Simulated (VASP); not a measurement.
Wanted: the native input for a VASP 6.6.1 run.

```
Task                   : relaxation of cell and atoms
Functional             : LDA
Potentials or basis    : VASP PAW LDA potentials, release 64 (Cs_sv, H)
Cutoff                 : 600 eV
k mesh                 : 6 × 6 × 4
Occupations            : fermi-dirac, width 0.02 eV
Spin                   : no spin polarisation
Dipole correction      : no
Further INCAR settings : ALGO = Normal; EDIFF = 1e-06; IBRION = 2; EDIFFG = -0.005; NSW = 80; ISIF = 3
```

The structure of CsH lies in POSCAR:

```
CsH
1.0
    4.4181263056      0.0000000000      0.0000000000
   -2.2090631528      3.8262096178      0.0000000000
    0.0000000000      0.0000000000      7.8938728781
Cs H
2 2
Direct
    0.0000000000      0.0000000000      0.0000000000
    0.0000000000      0.0000000000      0.5000000000
    0.3333333333      0.6666666667      0.2500000000
    0.6666666667      0.3333333333      0.7500000000
```

These files were run (other wordings do the same):

INCAR

```
PREC = Accurate ; ENCUT = 600
EDIFF = 1E-6 ; ISMEAR = -1
SIGMA = 0.02 ; LREAL = F
LASPH = T ; NELM = 100
ALGO = Normal ; ISIF = 3
LWAVE = F ; LCHARG = F
IBRION = 2 ; NSW = 80
EDIFFG = -0.005
```

KPOINTS

```
regular mesh
0
Gamma
  6 6 4
```

Potentials or basis: VASP PAW LDA potentials, release 64 (Cs_sv, H).

The run is started by

```sh
$ cat potpaw_LDA.64/Cs_sv/POTCAR potpaw_LDA.64/H/POTCAR > POTCAR
$ mpirun -np 1 vasp_std > vasp.out
```

It gave:

| Quantity | Value |
| --- | --- |
| Relaxed volume | 28.50 Å³/atom |
| Relaxed cell | a = 4.179 Å, b = 4.179 Å, c = 7.539 Å, α = 90.00°, β = 90.00°, γ = 120.00° |
| Space group after relaxing (to 0.1 Å) | P6_3/mmc (No. 194) |
| Energy gained by relaxing | 24.8 meV/atom |
| Ionic steps | 8 |
| Pressure after relaxing | 0.0 GPa |
| Band gap on the k mesh | 1.65 eV |

Caveat: spin-orbit coupling is left out, which moves the levels of the heavy elements.

Wall time 110 s on 1 thread of AMD EPYC 9R45 96-Core Processor (Zen 5) (shared host), peak memory 0.22 GiB.
